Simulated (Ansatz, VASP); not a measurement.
# As3O2: VASP beside Ansatz

```
CELL_PARAMETERS angstrom
2.49708 -4.74317 0.00000
2.49708 4.74317 0.00000
0.00000 0.00000 3.70164
ATOMIC_POSITIONS crystal
As 0.73254 0.26746 0.00000
As 0.26746 0.73254 0.00000
As 0.00000 0.00000 0.00000
O 0.50000 0.50000 0.00000
O 0.50000 0.50000 0.50000
```

Alike in both runs: functional PBE; k mesh 10 × 10 × 10; occupations gaussian, width 0.1 eV; no spin polarisation.

Ansatz relaxed the structure, and its values are those at the end. VASP's run is a single point on that final structure, the one shown.

|  | VASP | Ansatz |
| --- | --- | --- |
| version | VASP 6.6.1 | Ansatz 0.2.0 |
| potentials or method | VASP PAW PBE potentials, release 64 (As, O), cutoff 520 eV | scalar-relativistic, plane waves, PAW |
| valence electrons in the cell | 27 | 57 |

|  | VASP | Ansatz | Ansatz less VASP |
| --- | --- | --- | --- |
| gap on the k mesh at the Fermi level (eV) | none | none | - |
| pressure (GPa) | 0.1 | 0.0 | -0.08 |
| rms of the force components (eV/Å) | 0.007 | 0.000 | -0.0070 |

A gap of «none» marks a metal or a gap that the smearing closes. With one functional, cell and mesh, what is left measures potentials, basis and numerics. VASP's potentials hold 27 valence electrons a cell and Ansatz's 57, so a difference there can come from the potentials and not from the codes.
